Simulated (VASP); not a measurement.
Set up this calculation in VASP 6.6.1, as the native input.

| Item | Value |
| --- | --- |
| Task | single point |
| Functional | PBE |
| Potentials or basis | VASP PAW PBE potentials, release 64 (B, P) |
| Cutoff | 520 eV |
| k mesh | 7 × 7 × 7 |
| Occupations | fermi-dirac, width 0.05 eV |
| Spin | no spin polarisation |
| Dipole correction | no |
| Further INCAR settings | ALGO = Normal; EDIFF = 1e-07; NBANDS = 11 |

The structure of BP lies in POSCAR:

```
BP
1.0
    0.0000000000      2.2690000000      2.3143800000
    2.2690000000      0.0000000000      2.3143800000
    2.2690000000      2.2690000000      0.0000000000
B P
1 1
Direct
    0.0000000000      0.0000000000      0.0000000000
    0.2500000000      0.2500000000      0.2500000000
```

These files were run (other wordings do the same):

INCAR

```
PREC = Accurate
ENCUT = 520
EDIFF = 1E-7
ISMEAR = -1
SIGMA = 0.05
LREAL = F
LASPH = T
NELM = 100
ALGO = Normal
ISIF = 2
LWAVE = F
LCHARG = F
GGA = PE
NBANDS = 11
```

KPOINTS

```
Automatic mesh
0
Gamma
  7 7 7
```

Potentials or basis: VASP PAW PBE potentials, release 64 (B, P).

The run is started by

```sh
$ cat potpaw_PBE.64/B/POTCAR potpaw_PBE.64/P/POTCAR > POTCAR
$ mpirun -np 1 vasp_std > vasp.out
```

It gave:

```yaml
Pressure: -2.2 GPa
Band_gap_on_the_k_mesh: 1.12 eV, indirect (least direct gap 3.27 eV)
```

Run time: 5.6 s on 1 thread of Intel(R) Xeon(R) 6975P-C (Granite Rapids), with other jobs on the host, peak memory 0.13 GiB.
